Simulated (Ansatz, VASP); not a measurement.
**One calculation of AlN, two programs**

```
Al N
1.0
    -1.63784    2.83682    0.00000
     0.00000    0.00000    4.10063
     4.91352    2.83682    0.00000
Al N
4 4
Direct
  0.30701 0.75000 0.22852
  0.00000 0.75000 0.66667
  0.00000 0.25000 0.33333
  0.50000 0.25000 0.83333
  0.50000 0.25000 0.16667
  0.00000 0.25000 0.66667
  0.00000 0.75000 0.33333
  0.50000 0.75000 0.83333
```

Alike in both runs: task single point; functional LDA; k mesh 8 × 6 × 4; occupations gaussian, width 0.05 eV; no spin polarisation.

```csv
,VASP,Ansatz
version,VASP 6.6.1,Ansatz 0.2.0
potentials or method,"VASP PAW LDA potentials, release 64 (Al, N), cutoff 520 eV","scalar-relativistic, plane waves, PAW"
valence electrons in the cell,32,32
```

```csv
,VASP,Ansatz,Ansatz less VASP
gap on the k mesh at the Fermi level (eV),3.03,3.05,+0.022
least direct gap on the mesh (eV),3.03,3.05,+0.022
rms of the force components (eV/Å),19.596,21.163,+1.5664
```

Ansatz warns that its potentials were made for another functional, while VASP's fit it. LDA's correlation is that of Perdew and Zunger in VASP and of Perdew and Wang (1992) in Ansatz. Atom by atom the forces differ by 1.569 eV/Å (rms over components).
